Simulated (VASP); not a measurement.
A run of VASP 6.6.1 is set up as follows.

POSCAR

```
MgO2
1.0
   -2.0012574142      2.0012574142      2.3638417177
    2.0012574142     -2.0012574142      2.3638417177
    2.0012574142      2.0012574142     -2.3638417177
Mg O
2 4
Direct
    0.2500000000      0.2500000000      0.0000000000
    0.7500000000      0.7500000000      0.0000000000
    0.1236222421      0.6236222421      0.7472444843
    0.6236222421      0.8763777579      0.5000000000
    0.8763777579      0.3763777579      0.2527555157
    0.3763777579      0.1236222421      0.5000000000
```

Contents of INCAR.step1:

```
PREC = Accurate ; ENCUT = 920
ISMEAR = 0 ; SIGMA = 0.02
LREAL = False ; LASPH = True
NELM = 120 ; NBANDS = 31
GGA = PE ; ALGO = Normal
EDIFF = 1E-5 ; LWAVE = True
LCHARG = False ; GGA_COMPAT = False
```

Contents of INCAR.step2:

```
PREC = Accurate ; ENCUT = 920
EDIFF = 1E-6 ; ISMEAR = 0
SIGMA = 0.02 ; LREAL = False
LASPH = True ; NELM = 120
ALGO = Normal ; ISIF = 2
LWAVE = False ; LCHARG = True
METAGGA = R2SCAN ; LMIXTAU = True
LELF = True ; LVHAR = True
NBANDS = 31 ; ISTART = 1
GGA_COMPAT = False
```

The input KPOINTS:

```
Automatic mesh
0
Gamma
  8 8 8
```

Potentials or basis: VASP PAW PBE potentials, release 64 (Mg_sv, O).

The run is started by

```bash
$ cat potpaw_PBE.64/Mg_sv/POTCAR potpaw_PBE.64/O/POTCAR > POTCAR
$ cp INCAR.step1 INCAR
$ mpirun -np 1 vasp_std > vasp.out
$ cp INCAR.step2 INCAR
$ mpirun -np 1 vasp_std > vasp.out
```

Task: Estimate the largest force.

Result: 0.281 eV/Å.

Task: What does it give for the band gap on the k mesh?

Result: 4.60 eV (least direct gap 5.61 eV).

Task: What does it give for the pressure?

Result: 95.8 GPa.

Stress tensor (GPa, compression positive):
```
96.25  0.00  0.00
 0.00 96.25  0.00
 0.00  0.00 94.87
```

Caveat: the cell stands under pressure; the PAW data sets were made with another functional, which shifts forces and pressure a little. A k mesh can miss the band edges.
